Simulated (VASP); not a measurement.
TaTc: single point with LDA

Crystal: TaTc.

```
Ta Tc
1.0
     3.19995    0.00000    0.00000
     0.00000    3.19995    0.00000
     0.00000    0.00000    3.19995
Ta Tc
1 1
Cartesian
  0.0000 0.0000 0.0000
  1.6000 1.6000 1.6000
```

* Program: VASP 6.6.1
* Task: single point
* Functional: LDA
* Potentials or basis: VASP PAW LDA potentials, release 64 (Ta_pv, Tc_pv)
* Cutoff: 500 eV
* k mesh: 7 × 7 × 7
* Occupations: methfessel-paxton, width 0.1 eV
* Spin: no spin polarisation
* Dipole correction: no
* Further INCAR settings: ALGO = Normal; EDIFF = 1e-06; NBANDS = 19

```json
{
 "Pressure": "-15.2 GPa",
 "Band gap on the k mesh": "zero (band 12 reaches 9.32 eV, above the bottom of band 13 at 8.81 eV)"
}
```

Levels at points of the mesh, in eV from the Fermi level:
```tsv
k point	band 10	band 11	band 12	band 13	band 14	band 15
(0.00, 0.00, 0.00)	-1.20	-1.20	-1.20	2.01	2.01	4.89
```

Wall time 16 s on 1 thread of Intel Xeon 8259CL, with other jobs on the host, peak memory 0.13 GiB.

Caveat: spin-orbit coupling is left out, which moves the levels of the heavy elements.
